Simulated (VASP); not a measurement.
## SiNi2: single point with PBE+U

SiNi2:

```
CELL_PARAMETERS angstrom
4.99000 0.00000 0.00000
0.00000 3.72000 0.00000
0.00000 0.00000 7.03000
ATOMIC_POSITIONS crystal
Ni 0.32500 0.75000 0.93700
Ni 0.67500 0.25000 0.06300
Ni 0.17500 0.25000 0.43700
Ni 0.82500 0.75000 0.56300
Ni 0.45800 0.75000 0.29700
Ni 0.54200 0.25000 0.70300
Ni 0.04200 0.25000 0.79700
Ni 0.95800 0.75000 0.20300
Si 0.78600 0.75000 0.88600
Si 0.21400 0.25000 0.11400
Si 0.71400 0.25000 0.38600
Si 0.28600 0.75000 0.61400
```

* Program: VASP 6.6.1
* Task: single point
* Functional: PBE
* Potentials or basis: VASP PAW PBE potentials, release 64 (Ni, Si)
* Cutoff: 520 eV
* k mesh: 4 × 6 × 3
* Occupations: fermi-dirac, width 0.05 eV
* Spin: collinear spin, ferromagnetic start
* Starting moments: [1.0, 1.0, 1.0, 1.0, 1.0, 1.0, 1.0, 1.0, 0.0, 0.0, 0.0, 0.0] μB
* Hubbard terms: Ni d U = 5.0 eV

```json
{
  "Pressure": "-8.5 GPa",
  "Largest force": "0.265 eV/Å",
  "Band gap on the k mesh": "zero (filled and empty bands overlap)",
  "Net moment": "0.00 μB per cell",
  "Valence electrons inside the program's atomic spheres": "Ni 9.75, 9.65 (each value once); Si 1.59"
}
```

Forces in eV/Å, atoms in the order of the input:
```
Ni   0.203  0.000  0.169
Ni  -0.203  0.000 -0.169
Ni  -0.203  0.000  0.169
Ni   0.203  0.000 -0.169
Ni   0.087  0.000 -0.039
Ni  -0.087  0.000  0.039
Ni  -0.087  0.000 -0.039
Ni   0.087  0.000  0.039
Si  -0.059  0.000  0.103
Si   0.059  0.000 -0.103
Si   0.059  0.000  0.103
Si  -0.059  0.000 -0.103
```

Stress tensor (GPa, compression positive):
```
-8.74  0.00  0.00
 0.00 -8.93  0.00
 0.00  0.00 -7.68
```

Levels at points of the mesh, in eV from the Fermi level:
Spin up:
```
           k point  band 45  band 46  band 47  band 48  band 49  band 50  band 51  band 52
(0.00, 0.00, 0.00)    -1.24    -1.18    -0.86    -0.43     0.79     1.00     2.37     2.50
(0.50, 0.00, 0.00)    -1.19    -1.19     1.46     1.46     2.22     2.22     2.95     2.95
(0.00, 0.50, 0.00)    -1.26    -1.26    -1.22    -1.22     0.75     0.75     1.58     1.58
(0.50, 0.50, 0.00)    -0.95    -0.95    -0.95    -0.95    -0.02    -0.02    -0.02    -0.02
```
Spin down:
| k point | band 44 | band 45 | band 46 | band 47 | band 48 | band 49 | band 50 | band 51 | band 52 | band 53 |
| --- | --- | --- | --- | --- | --- | --- | --- | --- | --- | --- |
| (0.00, 0.00, 0.00) | -1.26 | -1.24 | -1.18 | -0.86 | -0.43 | 0.79 | 1.00 | 2.37 | 2.50 | 2.84 |
| (0.50, 0.00, 0.00) | -1.40 | -1.19 | -1.19 | 1.46 | 1.46 | 2.22 | 2.22 | 2.95 | 2.95 | 3.64 |
| (0.00, 0.50, 0.00) | -1.56 | -1.26 | -1.26 | -1.22 | -1.22 | 0.75 | 0.75 | 1.58 | 1.58 | 1.98 |
| (0.50, 0.50, 0.00) | -1.67 | -0.95 | -0.95 | -0.95 | -0.95 | -0.02 | -0.02 | -0.02 | -0.02 | 4.52 |

Eigenvalues of the final occupation matrices:
```
    site  spin  trace               eigenvalues
site 1 d     1   4.39  0.86 0.87 0.88 0.88 0.90
site 1 d     2   4.39  0.86 0.87 0.88 0.88 0.90
site 2 d     1   4.39  0.86 0.87 0.88 0.88 0.90
site 2 d     2   4.39  0.86 0.87 0.88 0.88 0.90
site 3 d     1   4.39  0.86 0.87 0.88 0.88 0.90
site 3 d     2   4.39  0.86 0.87 0.88 0.88 0.90
site 4 d     1   4.39  0.86 0.87 0.88 0.88 0.90
site 4 d     2   4.39  0.86 0.87 0.88 0.88 0.90
site 5 d     1   4.38  0.84 0.87 0.88 0.88 0.91
site 5 d     2   4.38  0.84 0.87 0.88 0.88 0.91
site 6 d     1   4.38  0.84 0.87 0.88 0.88 0.91
site 6 d     2   4.38  0.84 0.87 0.88 0.88 0.91
```

It took 8.5 min on 1 thread of Oxide Virtual Turin-like Processor, with other jobs on the host, peak memory 0.41 GiB.

Caveat: the cell stands under tension; the U is typed as a test and isn't derived for this compound. The state reached can hang on the start; a lower one may exist.
